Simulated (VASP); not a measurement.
Set up this calculation in VASP 6.6.1, as the native input.

- Task: relaxation of cell and atoms
- Functional: PBEsol
- Potentials or basis: VASP PAW PBE potentials, release 64 (Ta_pv, N)
- Cutoff: 600 eV
- k mesh: 10 × 10 × 10
- Occupations: fermi-dirac, width 0.05 eV
- Spin: no spin polarisation
- Target pressure: 20 GPa
- Dipole correction: no
- Further INCAR settings: ALGO = Normal; EDIFF = 1e-07; IBRION = 2; EDIFFG = -0.01; NSW = 60; ISIF = 3

The structure of TaN lies in POSCAR:

```
TaN
1.0
    0.0000000000      2.2113230000      2.2113230000
    2.2113230000      0.0000000000      2.2113230000
    2.2113230000      2.2113230000      0.0000000000
Ta N
1 1
Direct
    0.5000000000      0.5000000000      0.5000000000
    0.0000000000      0.0000000000      0.0000000000
```

The input as run:

INCAR

```
SYSTEM = TaN
  PREC = Accurate
  ENCUT = 600
  EDIFF = 1E-7
  ISMEAR = -1
  SIGMA = 0.05
  LREAL = .False.
  LASPH = .True.
  NELM = 80
  ALGO = Normal
  ISIF = 3
  LWAVE = .False.
  LCHARG = .False.
  GGA = PS
  IBRION = 2
  NSW = 60
  EDIFFG = -0.01
  PSTRESS = 200.0
```

KPOINTS

```
Automatic mesh
0
Gamma
  10 10 10
  0 0 0
```

Potentials or basis: VASP PAW PBE potentials, release 64 (Ta_pv, N).

The run is started by

```bash
$ cat potpaw_PBE.64/Ta_pv/POTCAR potpaw_PBE.64/N/POTCAR > POTCAR
$ mpirun -np 1 vasp_std > vasp.out
```

It gave:

* Relaxed volume: 9.98 Å³/atom
* Relaxed cell: a = 3.045 Å, b = 3.045 Å, c = 3.045 Å, α = 60.00°, β = 60.00°, γ = 60.00°
* Space group after relaxing (to 0.1 Å): Fm-3m (No. 225)
* Energy change on relaxing (the run minimises the enthalpy): +20.3 meV/atom
* Ionic steps: 5
* Pressure after relaxing: 20.0 GPa
* Band gap on the k mesh: zero (bands 8 and 9 overlap by 4.42 eV)

Caveat: the cell is relaxed towards a set pressure, so the run minimises the enthalpy, not the energy; the PAW data sets were made with another functional, which shifts forces and pressure a little; spin-orbit coupling is left out, which moves the levels of the heavy elements.

Wall time 75 s on 1 thread of Intel(R) Xeon(R) Platinum 8488C (Sapphire Rapids), with other jobs on the host, peak memory 0.18 GiB.
